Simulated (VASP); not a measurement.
A run of VASP 6.6.1:

File INCAR:

```
SYSTEM = Cu
PREC = Accurate
ENCUT = 600
EDIFF = 1E-7
ISMEAR = 0
SIGMA = 0.1
LREAL = .False.
LASPH = .True.
NELM = 80
ALGO = Normal
ISIF = 3
LWAVE = .False.
LCHARG = .False.
IBRION = 2
NSW = 100
EDIFFG = -0.005
```

The input KPOINTS:

```
Automatic mesh
0
Gamma
  20 20 20
  0 0 0
```

File POSCAR:

```
Cu
1.0
    0.0000000000      1.7594476930      1.7594476930
    1.7594476930      0.0000000000      1.7594476930
    1.7594476930      1.7594476930      0.0000000000
Cu
1
Direct
    0.0000000000      0.0000000000      0.0000000000
```

Potentials or basis: VASP PAW LDA potentials, release 64 (Cu).

Command:

```console
$ cat potpaw_LDA.64/Cu/POTCAR > POTCAR
$ mpirun -np 1 vasp_std > vasp.out
```

Hardware: 1 thread of Intel(R) Xeon(R) Platinum 8259CL CPU @ 2.50GHz (Skylake/Cascade Lake), with other jobs on the host.

Question: How long does it take, and how much memory?

Answer: Wall time 39 s on 1 thread of Intel(R) Xeon(R) Platinum 8259CL CPU @ 2.50GHz (Skylake/Cascade Lake) (shared host), peak memory 0.15 GiB. Counts: scf iterations 24, k points 256, ion steps 3.
